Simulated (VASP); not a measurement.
Runs of VASP 6.6.1 on Pt. The structure is that of space group R-3m (No. 166), or close to it. The cells are those of the table. 

```tsv
cell	gap on the mesh (eV)	pressure (GPa)
a = 2.980 Å, angles 53.8°, 1 atom	none	(a)
a = 2.595 Å, angles 67.0°, 1 atom	none	22.2
a = 2.974 Å, angles 50.7°, 1 atom	none	25.5
a = 2.481 Å, angles 70.9°, 1 atom	none	69.3
a = 2.919 Å, angles 50.5°, 1 atom	none	(b)
```

Alike in all rows: task single point; level LDA; potentials or basis VASP PAW LDA potentials, release 64 (Pt); no spin polarisation; k mesh 20 × 20 × 20; cutoff (eV) 520; smearing gaussian 0.15 eV.

Problem. Fill in the values left out.

Solution. (a) -14.0; (b) 55.1.

Caveats: spin-orbit coupling is left out, which moves the levels of the heavy elements.

A k mesh can miss the band edges, and the runs leave out spin-orbit coupling on Pt.

A gap of «none» marks levels without a gap at the run's occupations.
